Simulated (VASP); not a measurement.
# Ga3Sb (I4/mmm) in VASP: a series of runs, part 2 of 2

VASP 6.6.1. The steps go on from the part before.

**5. Single point, PBEsol+D3(BJ) (19.01 Å³/atom)**

This run uses another cell than the first one, of 19.01 Å³/atom.

INCAR reads:

```
PREC     = Accurate       # precision mode
ENCUT    = 520            # plane-wave cutoff, eV
EDIFF    = 1E-6           # SCF threshold, eV
ISMEAR   = 0              # smearing method
SIGMA    = 0.1            # smearing width, eV
LREAL    = False          # projectors in reciprocal space
LASPH    = True           # aspherical terms in the spheres
NELM     = 80             # most SCF steps
ALGO     = Fast           # electronic algorithm
ISIF     = 2              # what is computed and relaxed
LWAVE    = False          # write WAVECAR
LCHARG   = True           # write CHGCAR
GGA      = PS             # functional
IVDW     = 12             # dispersion correction
LELF     = True           # ELF
LVHAR    = True         
NBANDS   = 30             # bands
```

KPOINTS reads:

```
regular mesh
0
Gamma
  14 14 14
```

POSCAR reads:

```
Ga3Sb
1.0
   -2.0717088123      2.0717088123      4.4294455703
    2.0717088123     -2.0717088123      4.4294455703
    2.0717088123      2.0717088123     -4.4294455703
Ga Sb
3 1
Direct
    0.7500000000      0.2500000000      0.5000000000
    0.2500000000      0.7500000000      0.5000000000
    0.5000000000      0.5000000000      0.0000000000
    0.0000000000      0.0000000000      0.0000000000
```

Potentials or basis: VASP PAW PBE potentials, release 64 (Ga_d, Sb).

Run with:

```bash
> cat potpaw_PBE.64/Ga_d/POTCAR potpaw_PBE.64/Sb/POTCAR > POTCAR
> mpirun -np 1 vasp_std > vasp.out
```

OUTCAR:

```text
PREC = Accurate
   ENCUT = 520
   EDIFF = 1E-6
   ISMEAR = 0
   LREAL = False
   LASPH = True
   NELM = 80
   ISIF = 2
   GGA = PS
   IVDW = 12
 IVDW          = 12

 ion  position               nearest neighbor table
   1  0.750  0.250  0.500-   4 3.03   4 3.03   4 3.03   4 3.03
   2  0.250  0.750  0.500-   4 3.03   4 3.03   4 3.03   4 3.03
   3  0.500  0.500  0.000-   4 2.93   4 2.93   4 2.93   4 2.93
   4  0.000  0.000  0.000-   3 2.93   3 2.93   3 2.93   3 2.93   2 3.03   1 3.03   2 3.03   2 3.03
                             1 3.03   1 3.03   2 3.03   1 3.03

  LATTYP: Found a body centered tetragonal cell.
 ALAT       =     4.1434176246
 C/A-ratio  =     2.1380637781

  Lattice vectors:

 A1 = (  -2.0717088123,   2.0717088123,   4.4294455703)
 A2 = (   2.0717088123,  -2.0717088123,   4.4294455703)
 A3 = (   2.0717088123,   2.0717088123,  -4.4294455703)

Analysis of symmetry for initial positions (statically):
=====================================================================
 Subroutine PRICEL returns:
 Original cell was already a primitive cell.

 Routine SETGRP: Setting up the symmetry group for a
 body centered tetragonal supercell.

 Subroutine GETGRP returns: Found 16 space group operations
 (whereof 16 operations were pure point group operations)
 out of a pool of 16 trial point group operations.

The static configuration has the point symmetry D_4h.

Analysis of symmetry for dynamics (positions and initial velocities):
=====================================================================
 Subroutine PRICEL returns:
 Original cell was already a primitive cell.

 Routine SETGRP: Setting up the symmetry group for a
 body centered tetragonal supercell.

 Subroutine GETGRP returns: Found 16 space group operations
 (whereof 16 operations were pure point group operations)
 out of a pool of 16 trial point group operations.

The dynamic configuration has the point symmetry D_4h.

 Subroutine INISYM returns: Found 16 space group operations
 (whereof 16 operations are pure point group operations),
 and found     1 'primitive' translations

----------------------------------------------------------------------------------------

                                     Primitive cell

  volume of cell :      76.0443

  direct lattice vectors                    reciprocal lattice vectors
    -2.071708812  2.071708812  4.429445570     0.000000000  0.241346659  0.112880945
     2.071708812 -2.071708812  4.429445570     0.241346659  0.000000000  0.112880945
     2.071708812  2.071708812 -4.429445570     0.241346659  0.241346659  0.000000000

  length of vectors
     5.310738448  5.310738448  5.310738448     0.266440082  0.266440082  0.341315718

  position of ions in fractional coordinates (direct lattice)
     0.750000000  0.250000000  0.500000000
     0.250000000  0.750000000  0.500000000
     0.500000000  0.500000000  0.000000000
     0.000000000  0.000000000  0.000000000

  ion indices of the primitive-cell ions
   primitive index   ion index
                 1           1
                 2           2
                 3           3
                 4           4

[... 21 lines left out ...]
 Subroutine IBZKPT returns following result:
 ===========================================

 Found    244 irreducible k-points:

 Following reciprocal coordinates:
            Coordinates               Weight
  0.000000  0.000000  0.000000      1.000000
  0.071429  0.000000  0.000000      8.000000
  0.142857 -0.000000  0.000000      8.000000
  0.214286 -0.000000  0.000000      8.000000
  0.285714 -0.000000  0.000000      8.000000
  0.357143 -0.000000  0.000000      8.000000
[... 16 lines left out ...]
  0.214286  0.142857  0.000000     16.000000
  0.285714  0.142857  0.000000     16.000000
 [... further k-points ...]
   k-points           NKPTS =    244   k-points in BZ     NKDIM =    244   number of bands    NBANDS=     30
   number of dos      NEDOS =    301   number of ions     NIONS =      4
   total plane-waves  NPLWV =  64000
   dimension x,y,z NGX =    40 NGY =   40 NGZ =   40
   dimension x,y,z NGXF=    80 NGYF=   80 NGZF=   80
   ions per type =               3   1
   NGX,Y,Z   is equivalent  to a cutoff of  12.52, 12.52, 12.52 a.u.
   NGXF,Y,Z  is equivalent  to a cutoff of  25.04, 25.04, 25.04 a.u.
 SYSTEM =  unknown system
   PREC   = accura    normal or accurate (medium, high low for compatibility)
   ISTART =      0    job   : 0-new  1-cont  2-samecut
   ICHARG =      2    charge: 1-file 2-atom 10-const
   ISPIN  =      1    spin polarized calculation?
   LNONCOLLINEAR =      F non collinear calculations
   LSORBIT =      F    spin-orbit coupling
   LASPH  =      T    aspherical Exc in radial PAW
   ENCUT  =  520.0 eV  38.22 Ry    6.18 a.u.   9.87  9.87  9.87*2*pi/ulx,y,z
   NELM   =     80;   NELMIN=  2; NELMDL= -5     # of ELM steps
   EDIFF  = 0.1E-05   stopping-criterion for ELM
   LREAL  =      F    real-space projection
   EDIFFG = 0.1E-04   stopping-criterion for IOM
   NSW    =      0    number of steps for IOM
   IBRION =     -1    ionic relax: 0-MD 1-quasi-New 2-CG
   NFREE  =      0    steps in history (QN), initial steepest desc. (CG)
   ISIF   =      2    stress and relaxation
   ISYM   =      2    0-nonsym 1-usesym 2-fastsym
   POTIM  = 0.5000    time-step for ionic-motion
   TEBEG  =    0.0;   TEEND  =   0.0 temperature during run
   PSTRESS=    0.0 pullay stress
   NELECT =      44.0000    total number of electrons
   NUPDOWN=      -1.0000    fix difference up-down
   EMIN   =  10.00;   EMAX   =-10.00  energy-range for DOS
   EFERMI =   0.00;   METHOD = LEGACY
   ISMEAR =     0;   SIGMA  =   0.10  broadening in eV -4-tet -1-fermi 0-gaus
   EFERMI_NEDOS =   21; number of points for ismear=-14 and -15
   IALGO  =     68    algorithm
   IMIX   =      4    mixing-type and parameters
     AMIX     =   0.40;   BMIX     =  1.00
     AMIX_MAG =   1.60;   BMIX_MAG =  1.00
  volume/ion in A,a.u.               =      19.01       128.29
  Fermi-wavevector in a.u.,A,eV,Ry     =   1.364175  2.577917 25.320085  1.860974
  Thomas-Fermi vector in A             =   2.490514
   LORBIT       =      0    0 simple, 1 ext, 2 COOP (PROOUT), +10 PAW based schemes
   GGA     = PS    functional components
   LHFCALC =     F    Hartree Fock is set to
   AEXX    =    0.0000 exact exchange contribution
   IVDW    =    12    specifies the selected vdW correction
   LEPSILON=     F    determine dielectric tensor
   LRPA    =     F    only Hartree local field effects (RPA)
 non-spin polarized calculation
 RMM-DIIS sequential band-by-band and
 Gauss-broadening in eV      SIGMA  =   0.10
  energy-cutoff  :      520.00
  volume of cell :       76.04
 maximum number of plane-waves:      2064
   NGX = 19   NGY = 19   NGZ = 19

 number of electron      43.9999994 magnetization

 Free energy of the ion-electron system (eV)
  ---------------------------------------------------
  ext. energy  EPLUGINS =         0.00000000
  ---------------------------------------------------
  free energy    TOTEN  =       -14.20408471 eV

  energy without entropy =      -14.19688918  energy(sigma->0) =      -14.20048694

 E-fermi :   7.4524     XC(G=0): -11.3348

 val. band max:        7.4519610119   @ k =  -0.0714   0.4286   0.0714
 cond. band min:       7.4734569712   @ k =  -0.4286  -0.4286   0.2143
 fundamental gap:      0.0214959594
 Fermi energy:         7.4524198331

 k-point     1 :       0.0000    0.0000    0.0000
  band No.  band energies     occupation
      1      -7.5996      2.00000
      2      -7.5591      2.00000
      3      -7.5224      2.00000
      4      -7.4697      2.00000
      5      -7.4697      2.00000
      6      -7.4660      2.00000
[... 781 lines left out ...]
     29      12.5753      0.00000
     30      15.7838      0.00000

 [... further k-points ...]

------------------------ aborting loop because EDIFF is reached ----------------------------------------

 Edisp (eV)   -1.54689

 E8    (eV) :    -1.0694

  FORCE on cell =-STRESS in cart. coord.  units (eV):
  Direction    XX          YY          ZZ          XY          YZ          ZX
  --------------------------------------------------------------------------------------
  -------------------------------------------------------------------------------------
  Total       1.05685     1.05685     1.05372     0.00000    -0.00000     0.00000
  in kB      22.26686    22.26686    22.20080     0.00000    -0.00000     0.00000
  external pressure =       22.24 kB  Pullay stress =        0.00 kB

 VOLUME and BASIS-vectors are now :
 -----------------------------------------------------------------------------
  energy-cutoff  :      520.00
  volume of cell :       76.04
      direct lattice vectors                 reciprocal lattice vectors
    -2.071708812  2.071708812  4.429445570     0.000000000  0.241346659  0.112880945
     2.071708812 -2.071708812  4.429445570     0.241346659  0.000000000  0.112880945
     2.071708812  2.071708812 -4.429445570     0.241346659  0.241346659  0.000000000

 POSITION                                       TOTAL-FORCE (eV/Angst)
 -----------------------------------------------------------------------------------
      0.00000      2.07171      2.21472        -0.000000      0.000000      0.000000
      2.07171      0.00000      2.21472         0.000000      0.000000     -0.000000
      0.00000      0.00000      4.42945         0.000000     -0.000000     -0.000000
      0.00000      0.00000      0.00000         0.000000     -0.000000     -0.000000
 -----------------------------------------------------------------------------------
    total drift:                               -0.000000     -0.000000      0.000000

  FREE ENERGIE OF THE ION-ELECTRON SYSTEM (eV)
  ---------------------------------------------------
  free  energy   TOTEN  =       -15.7509731109 eV

  energy  without entropy=      -15.7437775733  energy(sigma->0) =      -15.74737534
```

It took 17 min on 1 thread of Oxide Virtual Turin-like, shared host; peak memory 0.56 GiB.

Results:

| Item | Value |
| --- | --- |
| Free energy | -15.7510 eV |
| Pressure | 2.2 GPa |
| Band gap on the k mesh | zero (bands 22 and 23 overlap by 5.24 eV) |
| Dispersion energy per atom | -0.387 eV |

Levels at points of the mesh, in eV from the Fermi level:
| k point | band 18 | band 19 | band 20 | band 21 | band 22 | band 23 | band 24 | band 25 | band 26 | band 27 |
| --- | --- | --- | --- | --- | --- | --- | --- | --- | --- | --- |
| (0.00, 0.00, 0.00) | -4.43 | -2.71 | -2.16 | -2.16 | -1.64 | -0.63 | -0.63 | 0.66 | 0.79 | 4.51 |
| (0.50, 0.00, 0.00) | -5.70 | -5.48 | -1.28 | -0.39 | -0.34 | 0.08 | 1.99 | 3.09 | 3.45 | 3.69 |
| (0.50, 0.50, 0.00) | -6.17 | -5.60 | -5.40 | -4.91 | -0.16 | 0.24 | 0.29 | 0.96 | 7.70 | 7.85 |
| (0.50, 0.50, 0.50) | -3.70 | -3.65 | -3.65 | -2.45 | 2.66 | 3.09 | 3.09 | 4.04 | 5.14 | 5.31 |

Caveat: the PAW data sets were made with another functional, which shifts forces and pressure a little; spin-orbit coupling is left out, which moves the levels of the heavy elements.

**6. Single point, PBEsol+D3(BJ)**

This run uses another cell than the first one, of 19.60 Å³/atom.

INCAR reads:

```
PREC = Accurate
ENCUT = 520
EDIFF = 1E-7
ISMEAR = 0
SIGMA = 0.1
LREAL = F
LASPH = T
NELM = 80
ALGO = Fast
ISIF = 2
LWAVE = F
LCHARG = F
GGA = PS
IVDW = 12
NBANDS = 30
```

KPOINTS is that of step 5.

POSCAR reads:

```
Ga3Sb
1.0
   -2.0928501583      2.0928501583      4.4746471164
    2.0928501583     -2.0928501583      4.4746471164
    2.0928501583      2.0928501583     -4.4746471164
Ga Sb
3 1
Direct
    0.7500000000      0.2500000000      0.5000000000
    0.2500000000      0.7500000000      0.5000000000
    0.5000000000      0.5000000000      0.0000000000
    0.0000000000      0.0000000000      0.0000000000
```

Potentials or basis: VASP PAW PBE potentials, release 64 (Ga_d, Sb).

Run with:

```bash
> cat potpaw_PBE.64/Ga_d/POTCAR potpaw_PBE.64/Sb/POTCAR > POTCAR
> mpirun -np 1 vasp_std > vasp.out
```

Run time: 17 min. Hardware: 1 thread of Oxide Virtual Turin-like, shared host; peak memory 0.57 GiB.

Results (log left out):

```
Free energy                : -15.7678 eV
Pressure                   : 0.1 GPa
Band gap on the k mesh     : zero (bands 22 and 23 overlap by 5.06 eV)
Dispersion energy per atom : -0.375 eV
```

Levels at points of the mesh, in eV from the Fermi level:
| k point | band 20 | band 21 | band 22 | band 23 | band 24 | band 25 |
| --- | --- | --- | --- | --- | --- | --- |
| (0.00, 0.00, 0.00) | -2.07 | -2.07 | -1.72 | -0.56 | -0.56 | 0.71 |
| (0.50, 0.00, 0.00) | -1.22 | -0.43 | -0.34 | 0.15 | 1.93 | 3.08 |
| (0.50, 0.50, 0.00) | -5.33 | -4.73 | -0.20 | 0.27 | 0.28 | 1.01 |
| (0.50, 0.50, 0.50) | -3.51 | -2.47 | 2.57 | 3.04 | 3.04 | 4.02 |

Caveat: the PAW data sets were made with another functional, which shifts forces and pressure a little; spin-orbit coupling is left out, which moves the levels of the heavy elements.

**7. Overview**

| cell | further INCAR settings | gap on the mesh (eV) | pressure (GPa) |
| --- | --- | --- | --- |
| a = 5.418 Å, angles 134.1, 134.1, 67.0°, 4 atoms | ALGO = Fast; EDIFF = 1e-07; NBANDS = 30 | none | -1.7 |
| a = 5.470 Å, angles 134.1, 134.1, 67.0°, 4 atoms | ALGO = Fast; EDIFF = 1e-06; NBANDS = 30 | none | -3.2 |
| a = 5.255 Å, angles 134.1, 134.1, 67.0°, 4 atoms | ALGO = Fast; EDIFF = 1e-07; NBANDS = 30 | none | 4.8 |
| a = 5.311 Å, angles 134.1, 134.1, 67.0°, 4 atoms | ALGO = Fast; EDIFF = 1e-06; NBANDS = 30 | none | 2.2 |
| a = 5.365 Å, angles 134.1, 134.1, 67.0°, 4 atoms | ALGO = Fast; EDIFF = 1e-07; NBANDS = 30 | none | 0.1 |

Alike in all rows: task single point; level PBEsol+D3(BJ); potentials or basis VASP PAW PBE potentials, release 64 (Ga_d, Sb); no spin polarisation; k mesh 14 × 14 × 14; cutoff (eV) 520; smearing gaussian 0.1 eV.

Caveats: the PAW data sets were made with another functional, which shifts forces and pressure a little; spin-orbit coupling is left out, which moves the levels of the heavy elements; the cell stands under tension (at least some runs); the cell stands under pressure (at least some runs).

Total energies depend on the potentials used, so only differences within one code and one set of settings carry meaning.

The gap in the log of VASP goes by the Fermi energy; the results here count the filled bands.